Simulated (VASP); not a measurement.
# Ti12H (a cell with a defect) in VASP: notebook

Runs on Ti12H (a cell with a defect). Level: PBE+D3(BJ). Tasks: single point.

Everything below comes from runs of VASP 6.6.1. Logs are shortened: lines on timing, memory, paths and dates and some standing lists are left out, and cuts for length are marked.

## (1) The cell of the first run

The cell holds a defect, 13 atoms: a = 5.900 Å, b = 8.850 Å, c = 4.685 Å, α = 90.00°, β = 90.00°, γ = 120.00°.

## (2) Single point, PBE+D3(BJ)

Input file INCAR:

```
SYSTEM = Ti12H
PREC = Accurate
ENCUT = 520
EDIFF = 1E-6
ISMEAR = 0
SIGMA = 0.15
LREAL = .False.
LASPH = .True.
NELM = 60
ALGO = Normal
ISIF = 2
LWAVE = .False.
LCHARG = .True.
GGA = PE
IVDW = 12
LELF = .True.
LVHAR = .True.
NBANDS = 84
```

Input file KPOINTS:

```
regular mesh
0
Gamma
  3 2 4
  0 0 0
```

Input file POSCAR:

```
Ti12H
1.0
    5.9000000000      0.0000000000      0.0000000000
   -4.4250000000      7.6643250000      0.0000000000
    0.0000000000      0.0000000000      4.6846000000
Ti H
12 1
Direct
    0.0018300602      0.0025636961     -0.0028491227
    0.1663888580      0.2223885339      0.5010231396
   -0.0019904739      0.3321385771      0.0048326431
    0.1634572830      0.5509688068      0.4991689792
   -0.0139745501      0.6615331422      0.0051013961
    0.1624405004      0.8918151305      0.4937281732
    0.5044458992      0.0064955492     -0.0017504163
    0.6674308316      0.2242063065      0.5027103701
    0.5009678081      0.3342350435      0.0093079452
    0.6633470375      0.5522179709      0.5048260257
    0.5066461501      0.6626188216      0.0032807497
    0.6739794033      0.8924342326      0.4927496478
    0.3343237153      0.7794411119      0.6680470051
```

Potentials or basis: VASP PAW PBE potentials, release 64 (Ti_sv, H).

The run is started by

```sh
> cat potpaw_PBE.64/Ti_sv/POTCAR potpaw_PBE.64/H/POTCAR > POTCAR
> mpirun -np 1 vasp_std > vasp.out
```

OUTCAR:

```text
SYSTEM = Ti12H
   PREC = Accurate
   ENCUT = 520
   EDIFF = 1E-6
   ISMEAR = 0
   LREAL = .False.
   LASPH = .True.
   NELM = 60
   ISIF = 2
   GGA = PE
   IVDW = 12
 IVDW          = 12

 ion  position               nearest neighbor table
   1  0.002  0.003  0.997-  12 2.86   6 2.86   2 2.87   6 2.89  12 2.90   2 2.90
   2  0.166  0.222  0.501-   9 2.87   1 2.87   3 2.88   1 2.90   3 2.91  12 2.91   6 2.91   4 2.92

   3  0.998  0.332  0.005-   4 2.86   8 2.88   2 2.88   8 2.90   7 2.90   4 2.90   2 2.91
   4  0.163  0.551  0.499-   3 2.86   3 2.90   5 2.90   8 2.91  11 2.91   2 2.92
   5  0.986  0.662  0.005-  11 2.83  10 2.86  10 2.87   9 2.88   6 2.89   4 2.90
   6  0.162  0.892  0.494-   1 2.86  12 2.88   1 2.89   5 2.89   7 2.91   2 2.91
   7  0.504  0.006  0.998-   8 2.86   8 2.89   3 2.90  12 2.90   6 2.91   9 2.91
   8  0.667  0.224  0.503-   7 2.86   9 2.87   3 2.88   7 2.89   3 2.90   4 2.91  10 2.92   9 2.92

   9  0.501  0.334  0.009-  10 2.86   8 2.87   2 2.87   5 2.88  11 2.89  10 2.89   7 2.91   8 2.92

  10  0.663  0.552  0.505-  11 2.86   9 2.86   5 2.86   5 2.87  11 2.87   9 2.89   8 2.92
  11  0.507  0.663  0.003-   5 2.83  10 2.86  10 2.87   9 2.89  12 2.89   4 2.91
  12  0.674  0.892  0.493-   1 2.86   6 2.88  11 2.89   1 2.90   7 2.90   2 2.91
  13  0.334  0.779  0.668-

  LATTYP: Found a simple monoclinic cell.
 ALAT       =     5.9000000000
 B/A-ratio  =     0.7940000000
 C/A-ratio  =     1.3228756849
 COS(beta)  =    -0.1889822323

  Lattice vectors:

 A1 = (   5.9000000000,   0.0000000000,   0.0000000000)
 A2 = (   0.0000000000,   0.0000000000,   4.6846000000)
 A3 = (  -1.4750000000,  -7.6643250000,   0.0000000000)

Analysis of symmetry for initial positions (statically):
=====================================================================
 Subroutine PRICEL returns:
 Original cell was already a primitive cell.

 Routine SETGRP: Setting up the symmetry group for a
 simple monoclinic supercell.

 Subroutine GETGRP returns: Found  1 space group operations
 (whereof  1 operations were pure point group operations)
 out of a pool of  4 trial point group operations.

The static configuration has the point symmetry C_1 .

Analysis of symmetry for dynamics (positions and initial velocities):
=====================================================================
 Subroutine PRICEL returns:
 Original cell was already a primitive cell.

 Routine SETGRP: Setting up the symmetry group for a
 simple monoclinic supercell.

 Subroutine GETGRP returns: Found  1 space group operations
 (whereof  1 operations were pure point group operations)
 out of a pool of  4 trial point group operations.

The dynamic configuration has the point symmetry C_1 .

 Subroutine INISYM returns: Found  1 space group operations
 (whereof  1 operations are pure point group operations),
 and found     1 'primitive' translations

----------------------------------------------------------------------------------------

                                     Primitive cell

  volume of cell :     211.8354

  direct lattice vectors                    reciprocal lattice vectors
     5.900000000  0.000000000  0.000000000     0.169491525  0.097855976  0.000000000
    -4.425000000  7.664325000  0.000000000     0.000000000  0.130474634  0.000000000
     0.000000000  0.000000000  4.684600000     0.000000000  0.000000000  0.213465397

  length of vectors
     5.900000000  8.850000153  4.684600000     0.195711955  0.130474634  0.213465397

  position of ions in fractional coordinates (direct lattice)
     0.001830060  0.002563696  0.997150877
     0.166388858  0.222388534  0.501023140
     0.998009526  0.332138577  0.004832643
     0.163457283  0.550968807  0.499168979
     0.986025450  0.661533142  0.005101396
     0.162440500  0.891815130  0.493728173
     0.504445899  0.006495549  0.998249584
     0.667430832  0.224206307  0.502710370
     0.500967808  0.334235044  0.009307945
     0.663347038  0.552217971  0.504826026
     0.506646150  0.662618822  0.003280750
     0.673979403  0.892434233  0.492749648
     0.334323715  0.779441112  0.668047005

  ion indices of the primitive-cell ions
   primitive index   ion index
                 1           1
[... 50 lines left out ...]
|                                                                             |
 -----------------------------------------------------------------------------

 Subroutine IBZKPT returns following result:
 ===========================================

 Found     14 irreducible k-points:

 Following reciprocal coordinates:
            Coordinates               Weight
  0.000000  0.000000  0.000000      1.000000
  0.333333 -0.000000  0.000000      2.000000
  0.000000  0.500000  0.000000      1.000000
  0.333333  0.500000  0.000000      2.000000
  0.000000  0.000000  0.250000      2.000000
  0.333333 -0.000000  0.250000      2.000000
 -0.333333  0.000000  0.250000      2.000000
  0.000000  0.500000  0.250000      2.000000
  0.333333  0.500000  0.250000      2.000000
 -0.333333  0.500000  0.250000      2.000000
  0.000000  0.000000  0.500000      1.000000
  0.333333 -0.000000  0.500000      2.000000
  0.000000  0.500000  0.500000      1.000000
  0.333333  0.500000  0.500000      2.000000
   k-points           NKPTS =     14   k-points in BZ     NKDIM =     14   number of bands    NBANDS=     84
   number of dos      NEDOS =    301   number of ions     NIONS =     13
   total plane-waves  NPLWV = 120960
   dimension x,y,z NGX =    48 NGY =   70 NGZ =   36
   dimension x,y,z NGXF=    96 NGYF=  140 NGZF=   72
   ions per type =              12   1
   NGX,Y,Z   is equivalent  to a cutoff of  13.53, 13.15, 12.78 a.u.
   NGXF,Y,Z  is equivalent  to a cutoff of  27.05, 26.30, 25.55 a.u.
 SYSTEM =  Ti12H
   PREC   = accura    normal or accurate (medium, high low for compatibility)
   ISTART =      0    job   : 0-new  1-cont  2-samecut
   ICHARG =      2    charge: 1-file 2-atom 10-const
   ISPIN  =      1    spin polarized calculation?
   LNONCOLLINEAR =      F non collinear calculations
   LSORBIT =      F    spin-orbit coupling
   LASPH  =      T    aspherical Exc in radial PAW
   ENCUT  =  520.0 eV  38.22 Ry    6.18 a.u.  10.97 16.46  8.71*2*pi/ulx,y,z
   NELM   =     60;   NELMIN=  2; NELMDL= -5     # of ELM steps
   EDIFF  = 0.1E-05   stopping-criterion for ELM
   LREAL  =      F    real-space projection
   EDIFFG = 0.1E-04   stopping-criterion for IOM
   NSW    =      0    number of steps for IOM
   IBRION =     -1    ionic relax: 0-MD 1-quasi-New 2-CG
   NFREE  =      0    steps in history (QN), initial steepest desc. (CG)
   ISIF   =      2    stress and relaxation
   ISYM   =      2    0-nonsym 1-usesym 2-fastsym
   POTIM  = 0.5000    time-step for ionic-motion
   TEBEG  =    0.0;   TEEND  =   0.0 temperature during run
   PSTRESS=    0.0 pullay stress
   NELECT =     145.0000    total number of electrons
   NUPDOWN=      -1.0000    fix difference up-down
   EMIN   =  10.00;   EMAX   =-10.00  energy-range for DOS
   EFERMI =   0.00;   METHOD = LEGACY
   ISMEAR =     0;   SIGMA  =   0.15  broadening in eV -4-tet -1-fermi 0-gaus
   EFERMI_NEDOS =   21; number of points for ismear=-14 and -15
   IALGO  =     38    algorithm
   IMIX   =      4    mixing-type and parameters
     AMIX     =   0.40;   BMIX     =  1.00
     AMIX_MAG =   1.60;   BMIX_MAG =  1.00
  volume/ion in A,a.u.               =      16.30       109.96
  Fermi-wavevector in a.u.,A,eV,Ry     =   1.442773  2.726446 28.321806  2.081594
  Thomas-Fermi vector in A             =   2.561256
   LORBIT       =      0    0 simple, 1 ext, 2 COOP (PROOUT), +10 PAW based schemes
   GGA     = PE    functional components
   LHFCALC =     F    Hartree Fock is set to
   AEXX    =    0.0000 exact exchange contribution
   IVDW    =    12    specifies the selected vdW correction
   LEPSILON=     F    determine dielectric tensor
   LRPA    =     F    only Hartree local field effects (RPA)
 non-spin polarized calculation
 Gauss-broadening in eV      SIGMA  =   0.15
  energy-cutoff  :      520.00
  volume of cell :      211.84
 maximum number of plane-waves:      5706
 NGX is ok and might be reduce to    48
   NGX = 21   NGY = 33   NGZ = 17

 number of electron     145.0000002 magnetization

 Free energy of the ion-electron system (eV)
  ---------------------------------------------------
  ext. energy  EPLUGINS =         0.00000000
  ---------------------------------------------------
  free energy    TOTEN  =       -97.68528883 eV

  energy without entropy =      -97.47588729  energy(sigma->0) =      -97.58058806

 E-fermi :   8.2620     XC(G=0): -11.4730

 val. band max:        8.2600304884   @ k =   0.3333   0.5000   0.5000
 cond. band min:       8.2649854700   @ k =   0.0000   0.5000   0.2500
 fundamental gap:      0.0049549816
 Fermi energy:         8.2620162223

 k-point     1 :       0.0000    0.0000    0.0000
  band No.  band energies     occupation
      1     -48.6348      2.00000
      2     -48.5847      2.00000
      3     -48.5472      2.00000
      4     -48.5389      2.00000
      5     -48.5192      2.00000
      6     -48.5062      2.00000
[... 1207 lines left out ...]
     83       8.7376      0.00001
     84       8.7592      0.00000

------------------------ aborting loop because EDIFF is reached ----------------------------------------

 Edisp (eV)   -7.28548

 E8    (eV) :    -3.4271

  FORCE on cell =-STRESS in cart. coord.  units (eV):
  Direction    XX          YY          ZZ          XY          YZ          ZX
  --------------------------------------------------------------------------------------
  -------------------------------------------------------------------------------------
  Total      -8.37444    -8.46156    -8.28338     0.00279    -0.17661    -0.00935
  in kB     -63.33854   -63.99745   -62.64981     0.02113    -1.33573    -0.07071
  external pressure =      -63.33 kB  Pullay stress =        0.00 kB

 VOLUME and BASIS-vectors are now :
 -----------------------------------------------------------------------------
  energy-cutoff  :      520.00
  volume of cell :      211.84
      direct lattice vectors                 reciprocal lattice vectors
     5.900000000  0.000000000  0.000000000     0.169491525  0.097855976  0.000000000
    -4.425000000  7.664325000  0.000000000     0.000000000  0.130474634  0.000000000
     0.000000000  0.000000000  4.684600000     0.000000000  0.000000000  0.213465397

 POSITION                                       TOTAL-FORCE (eV/Angst)
 -----------------------------------------------------------------------------------
     -0.00055      0.01965      4.67125         0.002899     -0.000851     -0.082033
     -0.00238      1.70446      2.34709        -0.005772     -0.002628     -0.060260
      4.41854      2.54562      0.02264        -0.001052     -0.000832     -0.045010
     -1.47364      4.22280      2.33841        -0.003086      0.009768     -0.066845
      2.89027      5.07021      0.02390         0.029238      0.016444     -0.058345
     -2.98788      6.83516      2.31292        -0.001078     -0.004455     -0.088905
      2.94749      0.04978      4.67640        -0.002019     -0.051272     -0.096801
      2.94573      1.71839      2.35500         0.004436     -0.003151     -0.057128
      1.47672      2.56169      0.04360         0.001059     -0.003710     -0.010806
      1.47018      4.23238      2.36491         0.002253      0.003043     -0.053288
      0.05712      5.07853      0.01537        -0.030427      0.012932     -0.067718
      0.02746      6.83991      2.30834         0.000194     -0.002127     -0.095000
     -1.47652      5.97389      3.12953         0.003355      0.026840      0.782141
 -----------------------------------------------------------------------------------
    total drift:                                0.000328      0.000175     -0.000119

  FREE ENERGIE OF THE ION-ELECTRON SYSTEM (eV)
  ---------------------------------------------------
  free  energy   TOTEN  =      -104.9707711187 eV

  energy  without entropy=     -104.7613695742  energy(sigma->0) =     -104.86607035
```

Run time: 11 min. Hardware: 1 thread of Oxide Virtual Turin-like, shared host; peak memory 0.4 GiB.

Results:

```
Free energy                : -104.9708 eV
Pressure                   : -6.3 GPa
Largest force              : 0.783 eV/Å
Band gap on the k mesh     : zero (an odd number of electrons rules out a gap without spin polarisation)
Dispersion energy per atom : -0.560 eV
```

Forces on the atoms (eV/Å):
```
Ti   0.003 -0.001 -0.082
Ti  -0.006 -0.003 -0.060
Ti  -0.001 -0.001 -0.045
Ti  -0.003  0.010 -0.067
Ti   0.029  0.016 -0.058
Ti  -0.001 -0.004 -0.089
Ti  -0.002 -0.051 -0.097
Ti   0.004 -0.003 -0.057
Ti   0.001 -0.004 -0.011
Ti   0.002  0.003 -0.053
Ti  -0.030  0.013 -0.068
Ti   0.000 -0.002 -0.095
H    0.003  0.027  0.782
```

Stress tensor (GPa, compression positive):
```
-6.33  0.00 -0.01
 0.00 -6.40 -0.13
-0.01 -0.13 -6.26
```

Levels at points of the mesh, in eV from the Fermi level:
| k point | band 69 | band 70 | band 71 | band 72 | band 73 | band 74 | band 75 | band 76 |
| --- | --- | --- | --- | --- | --- | --- | --- | --- |
| (0.00, 0.00, 0.00) | -0.67 | -0.59 | 0.09 | 0.31 | 0.44 | 0.45 | 0.53 | 0.57 |
| (0.00, 0.50, 0.00) | -0.38 | -0.34 | -0.14 | -0.01 | 0.11 | 0.31 | 0.39 | 0.47 |
| (0.00, 0.00, 0.50) | -0.60 | -0.59 | -0.32 | -0.03 | 0.01 | 0.09 | 0.12 | 0.14 |
| (0.00, 0.50, 0.50) | -0.43 | -0.39 | -0.34 | -0.26 | -0.17 | 0.02 | 0.10 | 0.13 |

Caveat: the k points lie up to 0.41 Å⁻¹ apart, too coarse for converged energies and pressures of a metal.

(Part 1 of 2 ends here.)
